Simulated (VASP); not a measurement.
# Pb (C2/c) in VASP: single point with PBE

Aim: the single point of Pb with PBE.

All numbers are computed with VASP 6.6.1; they aren't measurements. Logs are shortened: lines on timing, memory, paths and dates and some standing lists are left out, and cuts for length are marked.

## 1. The cell of the first run

Symmetry: C2/c, No. 15, monoclinic system. The conventional cell has a = 3.575 Å, b = 6.191 Å, c = 5.908 Å, α = 90.00°, β = 95.08°, γ = 90.00°. Within 4.6 Å of Pb (site symmetry 2) lie 12 Pb at 3.49 to 3.75 Å.

## 2. Single point, PBE (strained and its atoms moved)

Input file INCAR:

```
SYSTEM = Pb
ALGO = Normal ; EDIFF = 1E-6
ENCUT = 520 ; GGA = PE
ISIF = 2 ; ISMEAR = 0
LASPH = .True. ; LCHARG = .False.
LREAL = .False. ; LWAVE = .False.
NBANDS = 21 ; NELM = 100
PREC = Accurate ; SIGMA = 0.1
```

Input file KPOINTS:

```
k-points
0
Gamma
  12 12 6
  0 0 0
```

Input file POSCAR:

```
Pb
1.0
    3.5737171092     -0.0012528002      0.0803532159
   -1.7879435114      3.0943205573      0.0803741522
    0.1290731000      0.2236000000      5.9025928000
Pb
2
Direct
    0.3383104898      0.6616895102      0.2500000000
    0.6616895102      0.3383104898      0.7500000000
```

Potentials or basis: VASP PAW PBE potentials, release 64 (Pb_d).

On the command line:

```console
$ cat potpaw_PBE.64/Pb_d/POTCAR > POTCAR
$ mpirun -np 1 vasp_std > vasp.out
```

OUTCAR:

```text
SYSTEM = Pb
   EDIFF = 1E-6
   ENCUT = 520
   GGA = PE
   ISIF = 2
   ISMEAR = 0
   LASPH = .True.
   LREAL = .False.
   NELM = 100
   PREC = Accurate

 ion  position               nearest neighbor table
   1  0.338  0.662  0.250-   2 3.49   2 3.49   2 3.57   2 3.57   2 3.75   2 3.75
   2  0.662  0.338  0.750-   1 3.49   1 3.49   1 3.57   1 3.57   1 3.75   1 3.75

  LATTYP: Found a base centered monoclinic cell.
 ALAT       =     3.5751767480
 B/A-ratio  =     1.7316964780
 C/A-ratio  =     1.8542559062
 COS(beta)  =    -0.4603655820

  Lattice vectors:

 A1 = (   3.5737171092,  -0.0012528002,   0.0803532159)
 A2 = (  -1.7879435114,   3.0943205573,   0.0803741522)
 A3 = (  -1.6567004978,  -2.8694677571,   5.7418654319)

Analysis of symmetry for initial positions (statically):
=====================================================================
 Subroutine PRICEL returns:
 Original cell was already a primitive cell.

 Routine SETGRP: Setting up the symmetry group for a
 base centered monoclinic supercell.

 Subroutine GETGRP returns: Found  4 space group operations
 (whereof  2 operations were pure point group operations)
 out of a pool of  4 trial point group operations.

The static configuration has the point symmetry S_2 .
 The point group associated with its full space group is C_2h.

Analysis of symmetry for dynamics (positions and initial velocities):
=====================================================================
 Subroutine PRICEL returns:
 Original cell was already a primitive cell.

 Routine SETGRP: Setting up the symmetry group for a
 base centered monoclinic supercell.

 Subroutine GETGRP returns: Found  4 space group operations
 (whereof  2 operations were pure point group operations)
 out of a pool of  4 trial point group operations.

The dynamic configuration has the point symmetry S_2 .
 The point group associated with its full space group is C_2h.

 Subroutine INISYM returns: Found  4 space group operations
 (whereof  2 operations are pure point group operations),
 and found     1 'primitive' translations

----------------------------------------------------------------------------------------

                                     Primitive cell

  volume of cell :      65.1305

  direct lattice vectors                    reciprocal lattice vectors
     3.573717109 -0.001252800  0.080353216     0.280153446  0.162195464 -0.012270401
    -1.787943511  3.094320557  0.080374152     0.000389399  0.323716470 -0.012271432
     0.129073100  0.223600000  5.902592800    -0.003819089 -0.006615968  0.169751210

  length of vectors
     3.574620565  3.574635886  5.908236504     0.323950436  0.323949213  0.169923012

  position of ions in fractional coordinates (direct lattice)
     0.338310490  0.661689510  0.250000000
     0.661689510  0.338310490  0.750000000

  ion indices of the primitive-cell ions
   primitive index   ion index
                 1           1
                 2           2

----------------------------------------------------------------------------------------

 KPOINTS: k-points

Automatic generation of k-mesh.
 Grid dimensions read from file:
 generate k-points for:   12   12    6

 Generating k-lattice:

  Cartesian coordinates                     Fractional coordinates (reciprocal lattice)
     0.023346121  0.013516289 -0.001022533     0.083333333 -0.000000000  0.000000000
     0.000032450  0.026976373 -0.001022619     0.000000000  0.083333333 -0.000000000
    -0.000636515 -0.001102661  0.028291868     0.000000000  0.000000000  0.166666667

  Length of vectors
     0.026995870  0.026995768  0.028320502

  Shift w.r.t. Gamma in fractional coordinates (k-lattice)
     0.000000000  0.000000000  0.000000000

 Subroutine IBZKPT returns following result:
 ===========================================

 Found    242 irreducible k-points:

 Following reciprocal coordinates:
            Coordinates               Weight
  0.000000  0.000000  0.000000      1.000000
  0.083333 -0.000000  0.000000      4.000000
  0.166667  0.000000  0.000000      4.000000
  0.250000 -0.000000  0.000000      4.000000
  0.333333 -0.000000  0.000000      4.000000
  0.416667  0.000000 -0.000000      4.000000
[... 16 lines left out ...]
  0.500000  0.166667 -0.000000      4.000000
 -0.416667  0.166667  0.000000      4.000000
 [... further k-points ...]
   k-points           NKPTS =    242   k-points in BZ     NKDIM =    242   number of bands    NBANDS=     21
   number of dos      NEDOS =    301   number of ions     NIONS =      2
   total plane-waves  NPLWV =  37632
   dimension x,y,z NGX =    28 NGY =   28 NGZ =   48
   dimension x,y,z NGXF=    56 NGYF=   56 NGZF=   96
   ions per type =               2
   NGX,Y,Z   is equivalent  to a cutoff of  13.02, 13.02, 13.51 a.u.
   NGXF,Y,Z  is equivalent  to a cutoff of  26.04, 26.04, 27.01 a.u.
 SYSTEM =  Pb
   PREC   = accura    normal or accurate (medium, high low for compatibility)
   ISTART =      0    job   : 0-new  1-cont  2-samecut
   ICHARG =      2    charge: 1-file 2-atom 10-const
   ISPIN  =      1    spin polarized calculation?
   LNONCOLLINEAR =      F non collinear calculations
   LSORBIT =      F    spin-orbit coupling
   LASPH  =      T    aspherical Exc in radial PAW
   ENCUT  =  520.0 eV  38.22 Ry    6.18 a.u.   6.65  6.65 10.99*2*pi/ulx,y,z
   NELM   =    100;   NELMIN=  2; NELMDL= -5     # of ELM steps
   EDIFF  = 0.1E-05   stopping-criterion for ELM
   LREAL  =      F    real-space projection
   EDIFFG = 0.1E-04   stopping-criterion for IOM
   NSW    =      0    number of steps for IOM
   IBRION =     -1    ionic relax: 0-MD 1-quasi-New 2-CG
   NFREE  =      0    steps in history (QN), initial steepest desc. (CG)
   ISIF   =      2    stress and relaxation
   ISYM   =      2    0-nonsym 1-usesym 2-fastsym
   POTIM  = 0.5000    time-step for ionic-motion
   TEBEG  =    0.0;   TEEND  =   0.0 temperature during run
   PSTRESS=    0.0 pullay stress
   NELECT =      28.0000    total number of electrons
   NUPDOWN=      -1.0000    fix difference up-down
   EMIN   =  10.00;   EMAX   =-10.00  energy-range for DOS
   EFERMI =   0.00;   METHOD = LEGACY
   ISMEAR =     0;   SIGMA  =   0.10  broadening in eV -4-tet -1-fermi 0-gaus
   EFERMI_NEDOS =   21; number of points for ismear=-14 and -15
   IALGO  =     38    algorithm
   IMIX   =      4    mixing-type and parameters
     AMIX     =   0.40;   BMIX     =  1.00
     AMIX_MAG =   1.60;   BMIX_MAG =  1.00
  volume/ion in A,a.u.               =      32.57       219.76
  Fermi-wavevector in a.u.,A,eV,Ry     =   1.235566  2.334881 20.770974  1.526623
  Thomas-Fermi vector in A             =   2.370210
   LORBIT       =      0    0 simple, 1 ext, 2 COOP (PROOUT), +10 PAW based schemes
   GGA     = PE    functional components
   LHFCALC =     F    Hartree Fock is set to
   AEXX    =    0.0000 exact exchange contribution
   IVDW    =     0    specifies the selected vdW correction
   LEPSILON=     F    determine dielectric tensor
   LRPA    =     F    only Hartree local field effects (RPA)
 non-spin polarized calculation
 Gauss-broadening in eV      SIGMA  =   0.10
  energy-cutoff  :      520.00
  volume of cell :       65.13
 maximum number of plane-waves:      1777
   NGX = 13   NGY = 13   NGZ = 21

 number of electron      27.9999995 magnetization

 Free energy of the ion-electron system (eV)
  ---------------------------------------------------
  ext. energy  EPLUGINS =         0.00000000
  ---------------------------------------------------
  free energy    TOTEN  =        -7.09338998 eV

  energy without entropy =       -7.08828676  energy(sigma->0) =       -7.09083837

 E-fermi :   6.5187     XC(G=0):  -9.8476

 val. band max:        6.5124724442   @ k =  -0.2500   0.0000   0.1667
 cond. band min:       6.5358281310   @ k =  -0.4167   0.0833   0.1667
 fundamental gap:      0.0233556868
 Fermi energy:         6.5186943309

 k-point     1 :       0.0000    0.0000    0.0000
  band No.  band energies     occupation
      1     -10.5499      2.00000
      2     -10.5454      2.00000
      3     -10.5096      2.00000
      4     -10.5076      2.00000
      5     -10.4964      2.00000
      6     -10.4908      2.00000
[... 13 lines left out ...]
     20      15.4939      0.00000
     21      17.3800      0.00000

 k-point     2 :       0.0833   -0.0000    0.0000
  band No.  band energies     occupation
      1     -10.5500      2.00000
      2     -10.5407      2.00000
      3     -10.5040      2.00000
      4     -10.4965      2.00000
      5     -10.4926      2.00000
      6     -10.4790      2.00000
[... 13 lines left out ...]
     20      15.9341      0.00000
     21      17.1868      0.00000

 k-point     3 :       0.1667    0.0000    0.0000
  band No.  band energies     occupation
      1     -10.5663      2.00000
      2     -10.5228      2.00000
      3     -10.5046      2.00000
      4     -10.4817      2.00000
      5     -10.4670      2.00000
      6     -10.4589      2.00000
[... 13 lines left out ...]
     20      16.2579      0.00000
     21      16.6682      0.00000

 k-point     4 :       0.2500   -0.0000    0.0000
  band No.  band energies     occupation
      1     -10.5925      2.00000
      2     -10.5160      2.00000
      3     -10.5084      2.00000
      4     -10.4979      2.00000
      5     -10.4636      2.00000
      6     -10.4132      2.00000
[... 13 lines left out ...]
     20      15.4634      0.00000
     21      16.3330      0.00000

 k-point     5 :       0.3333   -0.0000    0.0000
  band No.  band energies     occupation
      1     -10.6183      2.00000
      2     -10.5331      2.00000
      3     -10.5286      2.00000
      4     -10.5038      2.00000
      5     -10.4491      2.00000
      6     -10.4030      2.00000
[... 13 lines left out ...]
     20      15.0246      0.00000
     21      16.0320      0.00000

 k-point     6 :       0.4167    0.0000   -0.0000
  band No.  band energies     occupation
      1     -10.6369      2.00000
      2     -10.5552      2.00000
      3     -10.5398      2.00000
      4     -10.5110      2.00000
      5     -10.4403      2.00000
      6     -10.4052      2.00000
[... 13 lines left out ...]
     20      14.7549      0.00000
     21      15.8273      0.00000

 k-point     7 :       0.5000   -0.0000    0.0000
  band No.  band energies     occupation
      1     -10.6437      2.00000
      2     -10.5638      2.00000
      3     -10.5438      2.00000
      4     -10.5139      2.00000
      5     -10.4405      2.00000
      6     -10.4022      2.00000
[... 13 lines left out ...]
     20      14.6609      0.00000
     21      15.7575      0.00000
[... 291 lines left out ...]
      1     -10.5688      2.00000
      2     -10.5490      2.00000
      3     -10.5139      2.00000
      4     -10.4971      2.00000
      5     -10.4536      2.00000
      6     -10.4118      2.00000
[... 13 lines left out ...]
     20      15.6468      0.00000
     21      17.1491      0.00000

 k-point    21 :       0.3333    0.1667    0.0000
  band No.  band energies     occupation
      1     -10.5874      2.00000
      2     -10.5650      2.00000
      3     -10.5025      2.00000
      4     -10.4931      2.00000
      5     -10.4466      2.00000
      6     -10.4135      2.00000
[... 13 lines left out ...]
     20      15.4057      0.00000
     21      17.8335      0.00000

 k-point    22 :       0.4167    0.1667    0.0000
  band No.  band energies     occupation
      1     -10.5948      2.00000
      2     -10.5697      2.00000
      3     -10.5059      2.00000
      4     -10.4862      2.00000
      5     -10.4449      2.00000
      6     -10.4112      2.00000
[... 13 lines left out ...]
     20      15.3256      0.00000
     21      18.4020      0.00000

 k-point    23 :       0.5000    0.1667   -0.0000
  band No.  band energies     occupation
      1     -10.5882      2.00000
      2     -10.5619      2.00000
      3     -10.5083      2.00000
      4     -10.4894      2.00000
      5     -10.4451      2.00000
      6     -10.4156      2.00000
[... 13 lines left out ...]
     20      15.4258      0.00000
     21      18.1588      0.00000

 k-point    24 :      -0.4167    0.1667    0.0000
  band No.  band energies     occupation
      1     -10.5705      2.00000
      2     -10.5436      2.00000
      3     -10.5143      2.00000
      4     -10.5018      2.00000
      5     -10.4495      2.00000
      6     -10.4122      2.00000
[... 13 lines left out ...]
     20      15.6939      0.00000
     21      17.4473      0.00000

 [... further k-points ...]
[... 5 lines left out ...]
  --------------------------------------------------------------------------------------
  -------------------------------------------------------------------------------------
  Total       -0.3011012     -0.3188425     -0.3596446     -0.0153605     -0.1422494     -0.0821250
  in kB       -7.4069341     -7.8433610     -8.8470713     -0.3778600     -3.4992604     -2.0202320
  external PRESSURE =      -8.0324555 kB  Pullay stress =       0.0000000 kB

 VOLUME and BASIS-vectors are now :
 -----------------------------------------------------------------------------
  energy-cutoff  :      520.00
  volume of cell :       65.13
      direct lattice vectors                 reciprocal lattice vectors
     3.573717109 -0.001252800  0.080353216     0.280153446  0.162195464 -0.012270401
    -1.787943511  3.094320557  0.080374152     0.000389399  0.323716470 -0.012271432
     0.129073100  0.223600000  5.902592800    -0.003819089 -0.006615968  0.169751210

 POSITION                                       TOTAL-FORCE (eV/Angst)
 -----------------------------------------------------------------------------------
      0.05823      2.10296      1.55602        -0.004198      0.002424      0.000000
      1.85662      1.21371      4.50730         0.004198     -0.002424     -0.000000
 -----------------------------------------------------------------------------------
    total drift:                                0.000000      0.000000      0.000000

  FREE ENERGIE OF THE ION-ELECTRON SYSTEM (eV)
  ---------------------------------------------------
  free  energy   TOTEN  =        -7.0933899777 eV

  energy  without entropy=       -7.0882867624  energy(sigma->0) =       -7.09083837
```

It took 1.8 min on 1 thread of Intel Xeon 6975P-C (Granite Rapids), shared host; peak memory 0.37 GiB.

What came out:

```yaml
Free_energy: -7.0934 eV
Pressure: -0.8 GPa
Largest_force: 0.005 eV/Å
Band_gap_on_the_k_mesh: zero (band 14 reaches 11.79 eV, above the bottom of band 15 at 4.55 eV)
```

Forces in eV/Å, atoms in the order of the input:
```
Pb  -0.004  0.002  0.000
Pb   0.004 -0.002  0.000
```

Stress tensor (GPa, compression positive):
```
-0.74 -0.04 -0.20
-0.04 -0.78 -0.35
-0.20 -0.35 -0.88
```

Caveat: the cell differs from its parent crystal (strained and its atoms moved); spin-orbit coupling is left out, which moves the levels of the heavy elements.
